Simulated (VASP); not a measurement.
# Pb (Fd-3m) in VASP: notebook

Runs on Pb. Level: LDA. Tasks: single point.

Program: VASP 6.6.1. These are calculated values, not measurements. Logs are shortened: lines on timing, memory, paths and dates and some standing lists are left out, and cuts for length are marked.

**1. The cell of the first run**

The structure is cubic, space group Fd-3m (No. 227). Conventional cell: a = 6.738 Å, b = 6.738 Å, c = 6.738 Å, α = 90.00°, β = 90.00°, γ = 90.00°. Pb (site symmetry -43m) has 4 Pb at 2.92 Å within 3.8 Å.

**2. Single point, LDA**

Contents of INCAR:

```
PREC     = Accurate       # precision mode
ENCUT    = 520            # plane-wave cutoff, eV
EDIFF    = 1E-6           # SCF threshold, eV
ISMEAR   = -1             # smearing method
SIGMA    = 0.1            # smearing width, eV
LREAL    = F              # projectors in reciprocal space
LASPH    = T              # aspherical terms in the spheres
NELM     = 60             # most SCF steps
ALGO     = Normal         # electronic algorithm
ISIF     = 2              # what is computed and relaxed
LWAVE    = F              # write WAVECAR
LCHARG   = F              # write CHGCAR
GGA      = CA             # functional
NBANDS   = 21             # bands
```

Contents of KPOINTS:

```
regular mesh
0
Gamma
  6 6 6
```

Contents of POSCAR:

```
Pb
1.0
    0.0000000000      3.3687966279      3.3687966279
    3.3687966279      0.0000000000      3.3687966279
    3.3687966279      3.3687966279      0.0000000000
Pb
2
Direct
    0.5000000000      0.5000000000      0.5000000000
    0.7500000000      0.7500000000      0.7500000000
```

Potentials or basis: VASP PAW LDA potentials, release 64 (Pb_d).

Run with:

```sh
$ cat potpaw_LDA.64/Pb_d/POTCAR > POTCAR
$ mpirun -np 1 vasp_std > vasp.out
```

OUTCAR:

```text
PREC = Accurate
   ENCUT = 520
   EDIFF = 1E-6
   ISMEAR = -1
   LREAL = F
   LASPH = T
   NELM = 60
   ISIF = 2
   GGA = CA

 ion  position               nearest neighbor table
   1  0.500  0.500  0.500-   2 2.92   2 2.92   2 2.92   2 2.92
   2  0.750  0.750  0.750-   1 2.92   1 2.92   1 2.92   1 2.92

  LATTYP: Found a face centered cubic cell.
 ALAT       =     6.7375932558

  Lattice vectors:

 A1 = (   0.0000000000,   3.3687966279,   3.3687966279)
 A2 = (   3.3687966279,   0.0000000000,   3.3687966279)
 A3 = (   3.3687966279,   3.3687966279,   0.0000000000)

Analysis of symmetry for initial positions (statically):
=====================================================================
 Subroutine PRICEL returns:
 Original cell was already a primitive cell.

 Routine SETGRP: Setting up the symmetry group for a
 face centered cubic supercell.

 Subroutine GETGRP returns: Found 48 space group operations
 (whereof 24 operations were pure point group operations)
 out of a pool of 48 trial point group operations.

The static configuration has the point symmetry T_d .
 The point group associated with its full space group is O_h .

Analysis of symmetry for dynamics (positions and initial velocities):
=====================================================================
 Subroutine PRICEL returns:
 Original cell was already a primitive cell.

 Routine SETGRP: Setting up the symmetry group for a
 face centered cubic supercell.

 Subroutine GETGRP returns: Found 48 space group operations
 (whereof 24 operations were pure point group operations)
 out of a pool of 48 trial point group operations.

The dynamic configuration has the point symmetry T_d .
 The point group associated with its full space group is O_h .

 Subroutine INISYM returns: Found 48 space group operations
 (whereof 24 operations are pure point group operations),
 and found     1 'primitive' translations

----------------------------------------------------------------------------------------

                                     Primitive cell

  volume of cell :      76.4635

  direct lattice vectors                    reciprocal lattice vectors
     0.000000000  3.368796628  3.368796628    -0.148420951  0.148420951  0.148420951
     3.368796628  0.000000000  3.368796628     0.148420951 -0.148420951  0.148420951
     3.368796628  3.368796628  0.000000000     0.148420951  0.148420951 -0.148420951

  length of vectors
     4.764197880  4.764197880  4.764197880     0.257072628  0.257072628  0.257072628

  position of ions in fractional coordinates (direct lattice)
     0.500000000  0.500000000  0.500000000
     0.750000000  0.750000000  0.750000000

  ion indices of the primitive-cell ions
   primitive index   ion index
                 1           1
                 2           2

----------------------------------------------------------------------------------------

 KPOINTS: regular mesh

Automatic generation of k-mesh.
 Grid dimensions read from file:
 generate k-points for:    6    6    6

 Generating k-lattice:

  Cartesian coordinates                     Fractional coordinates (reciprocal lattice)
    -0.024736825  0.024736825  0.024736825     0.166666667  0.000000000  0.000000000
     0.024736825 -0.024736825  0.024736825     0.000000000  0.166666667  0.000000000
     0.024736825  0.024736825 -0.024736825     0.000000000  0.000000000  0.166666667

  Length of vectors
     0.042845438  0.042845438  0.042845438

  Shift w.r.t. Gamma in fractional coordinates (k-lattice)
     0.000000000  0.000000000  0.000000000

 Subroutine IBZKPT returns following result:
 ===========================================

 Found     16 irreducible k-points:

 Following reciprocal coordinates:
            Coordinates               Weight
  0.000000  0.000000  0.000000      1.000000
  0.166667  0.000000  0.000000      8.000000
  0.333333  0.000000  0.000000      8.000000
  0.500000  0.000000  0.000000      4.000000
  0.166667  0.166667  0.000000      6.000000
  0.333333  0.166667  0.000000     24.000000
[... 8 lines left out ...]
 -0.333333  0.333333  0.166667     24.000000
 -0.333333  0.500000  0.166667     12.000000
   k-points           NKPTS =     16   k-points in BZ     NKDIM =     16   number of bands    NBANDS=     21
   number of dos      NEDOS =    301   number of ions     NIONS =      2
   total plane-waves  NPLWV =  46656
   dimension x,y,z NGX =    36 NGY =   36 NGZ =   36
   dimension x,y,z NGXF=    72 NGYF=   72 NGZF=   72
   ions per type =               2
   NGX,Y,Z   is equivalent  to a cutoff of  12.56, 12.56, 12.56 a.u.
   NGXF,Y,Z  is equivalent  to a cutoff of  25.12, 25.12, 25.12 a.u.
 SYSTEM =  unknown system
   PREC   = accura    normal or accurate (medium, high low for compatibility)
   ISTART =      0    job   : 0-new  1-cont  2-samecut
   ICHARG =      2    charge: 1-file 2-atom 10-const
   ISPIN  =      1    spin polarized calculation?
   LNONCOLLINEAR =      F non collinear calculations
   LSORBIT =      F    spin-orbit coupling
   LASPH  =      T    aspherical Exc in radial PAW
   ENCUT  =  520.0 eV  38.22 Ry    6.18 a.u.   8.86  8.86  8.86*2*pi/ulx,y,z
   NELM   =     60;   NELMIN=  2; NELMDL= -5     # of ELM steps
   EDIFF  = 0.1E-05   stopping-criterion for ELM
   LREAL  =      F    real-space projection
   EDIFFG = 0.1E-04   stopping-criterion for IOM
   NSW    =      0    number of steps for IOM
   IBRION =     -1    ionic relax: 0-MD 1-quasi-New 2-CG
   NFREE  =      0    steps in history (QN), initial steepest desc. (CG)
   ISIF   =      2    stress and relaxation
   ISYM   =      2    0-nonsym 1-usesym 2-fastsym
   POTIM  = 0.5000    time-step for ionic-motion
   TEBEG  =    0.0;   TEEND  =   0.0 temperature during run
   PSTRESS=    0.0 pullay stress
   NELECT =      28.0000    total number of electrons
   NUPDOWN=      -1.0000    fix difference up-down
   EMIN   =  10.00;   EMAX   =-10.00  energy-range for DOS
   EFERMI =   0.00;   METHOD = LEGACY
   ISMEAR =    -1;   SIGMA  =   0.10  broadening in eV -4-tet -1-fermi 0-gaus
   EFERMI_NEDOS =   21; number of points for ismear=-14 and -15
   IALGO  =     38    algorithm
   IMIX   =      4    mixing-type and parameters
     AMIX     =   0.40;   BMIX     =  1.00
     AMIX_MAG =   1.60;   BMIX_MAG =  1.00
  volume/ion in A,a.u.               =      38.23       258.00
  Fermi-wavevector in a.u.,A,eV,Ry     =   1.171231  2.213306 18.664241  1.371783
  Thomas-Fermi vector in A             =   2.307678
   LORBIT       =      0    0 simple, 1 ext, 2 COOP (PROOUT), +10 PAW based schemes
   GGA     = CA    functional components
   LHFCALC =     F    Hartree Fock is set to
   AEXX    =    0.0000 exact exchange contribution
   IVDW    =     0    specifies the selected vdW correction
   LEPSILON=     F    determine dielectric tensor
   LRPA    =     F    only Hartree local field effects (RPA)
 non-spin polarized calculation
  energy-cutoff  :      520.00
  volume of cell :       76.46
 maximum number of plane-waves:      2085
   NGX = 17   NGY = 17   NGZ = 17

 number of electron      28.0000003 magnetization

 Free energy of the ion-electron system (eV)
  ---------------------------------------------------
  ext. energy  EPLUGINS =         0.00000000
  ---------------------------------------------------
  free energy    TOTEN  =        -7.86994371 eV

  energy without entropy =       -7.84781325  energy(sigma->0) =       -7.85887848

 E-fermi :   4.5406     XC(G=0):  -9.0291

 val. band max:        4.4294969067   @ k =  -0.1667   0.1667   0.0000
 cond. band min:       4.5531062519   @ k =   0.1667   0.0000   0.0000
 fundamental gap:      0.1236093452
 Fermi energy:         4.5405796546

 k-point     1 :       0.0000    0.0000    0.0000
  band No.  band energies     occupation
      1     -12.6551      2.00000
      2     -12.6551      2.00000
      3     -12.6551      2.00000
      4     -12.5641      2.00000
      5     -12.5641      2.00000
      6     -12.0595      2.00000
[... 13 lines left out ...]
     20      12.6132      0.00000
     21      12.6132      0.00000

 k-point     2 :       0.1667    0.0000    0.0000
  band No.  band energies     occupation
      1     -12.6818      2.00000
      2     -12.6818      2.00000
      3     -12.6485      2.00000
      4     -12.5239      2.00000
      5     -12.5239      2.00000
      6     -12.0985      2.00000
[... 13 lines left out ...]
     20      11.8685      0.00000
     21      11.8685      0.00000

 k-point     3 :       0.3333    0.0000    0.0000
  band No.  band energies     occupation
      1     -12.7054      2.00000
      2     -12.7054      2.00000
      3     -12.6346      2.00000
      4     -12.4785      2.00000
      5     -12.4785      2.00000
      6     -12.1322      2.00000
[... 13 lines left out ...]
     20      12.2020      0.00000
     21      12.2020      0.00000

 k-point     4 :       0.5000    0.0000    0.0000
  band No.  band energies     occupation
      1     -12.7112      2.00000
      2     -12.7112      2.00000
      3     -12.6273      2.00000
      4     -12.4656      2.00000
      5     -12.4656      2.00000
      6     -12.1394      2.00000
[... 13 lines left out ...]
     20      12.7576      0.00000
     21      13.2122      0.00000

 k-point     5 :       0.1667    0.1667    0.0000
  band No.  band energies     occupation
      1     -12.6772      2.00000
      2     -12.6770      2.00000
      3     -12.6770      2.00000
      4     -12.5272      2.00000
      5     -12.4792      2.00000
      6     -12.1883      2.00000
[... 13 lines left out ...]
     20      10.5325      0.00000
     21      13.2793      0.00000
[... 190 lines left out ...]
     20      13.1727      0.00000
     21      15.1491      0.00000

 k-point    14 :       0.5000    0.3333    0.1667
  band No.  band energies     occupation
      1     -12.7454      2.00000
      2     -12.7380      2.00000
      3     -12.5757      2.00000
      4     -12.4299      2.00000
      5     -12.3531      2.00000
      6     -12.3232      2.00000
[... 13 lines left out ...]
     20      12.5373      0.00000
     21      13.9429      0.00000

 k-point    15 :      -0.3333    0.3333    0.1667
  band No.  band energies     occupation
      1     -12.7682      2.00000
      2     -12.7446      2.00000
      3     -12.5264      2.00000
      4     -12.3882      2.00000
      5     -12.3381      2.00000
      6     -12.3326      2.00000
[... 13 lines left out ...]
     20      13.7395      0.00000
     21      13.7478      0.00000

 k-point    16 :      -0.3333    0.5000    0.1667
  band No.  band energies     occupation
      1     -12.7577      2.00000
      2     -12.7577      2.00000
      3     -12.4766      2.00000
      4     -12.4766      2.00000
      5     -12.2996      2.00000
      6     -12.2996      2.00000
[... 13 lines left out ...]
     20      13.5724      0.00000
     21      14.6488      0.00000

------------------------ aborting loop because EDIFF is reached ----------------------------------------

  FORCE on cell =-STRESS in cart. coord.  units (eV):
  Direction    XX          YY          ZZ          XY          YZ          ZX
  --------------------------------------------------------------------------------------
  -------------------------------------------------------------------------------------
  Total        0.7613141      0.7613141      0.7613141      0.0000000     -0.0000000      0.0000000
  in kB       15.9521811     15.9521811     15.9521811      0.0000000     -0.0000000      0.0000000
  external PRESSURE =      15.9521811 kB  Pullay stress =       0.0000000 kB

 VOLUME and BASIS-vectors are now :
 -----------------------------------------------------------------------------
  energy-cutoff  :      520.00
  volume of cell :       76.46
      direct lattice vectors                 reciprocal lattice vectors
     0.000000000  3.368796628  3.368796628    -0.148420951  0.148420951  0.148420951
     3.368796628  0.000000000  3.368796628     0.148420951 -0.148420951  0.148420951
     3.368796628  3.368796628  0.000000000     0.148420951  0.148420951 -0.148420951

 POSITION                                       TOTAL-FORCE (eV/Angst)
 -----------------------------------------------------------------------------------
      3.36880      3.36880      3.36880        -0.000000     -0.000000     -0.000000
      5.05319      5.05319      5.05319         0.000000      0.000000      0.000000
 -----------------------------------------------------------------------------------
    total drift:                                0.000000      0.000000      0.000000

  FREE ENERGIE OF THE ION-ELECTRON SYSTEM (eV)
  ---------------------------------------------------
  free  energy   TOTEN  =        -7.8699437146 eV

  energy  without entropy=       -7.8478132477  energy(sigma->0) =       -7.85887848
```

It took 24 s on 1 thread of Intel Xeon 8259CL, shared host; peak memory 0.17 GiB.

What came out:

```yaml
Free_energy: -7.8699 eV
Pressure: 1.6 GPa
Band_gap_on_the_k_mesh: zero (band 14 reaches 5.07 eV, above the bottom of band 15 at 3.81 eV)
```

Levels at points of the mesh, in eV from the Fermi level:
```
           k point  band 11  band 12  band 13  band 14  band 15  band 16  band 17  band 18
(0.00, 0.00, 0.00)   -11.44    -3.52     0.53     0.53     0.53     2.54     2.54     2.54
(0.50, 0.00, 0.00)    -9.96    -7.13    -0.88    -0.73    -0.73     3.69     3.69     5.43
(0.50, 0.50, 0.00)    -8.56    -8.56    -2.06    -2.06     0.90     0.90     7.63     7.63
```

Caveat: spin-orbit coupling is left out, which moves the levels of the heavy elements.

(Continued in part 2 of 2.)
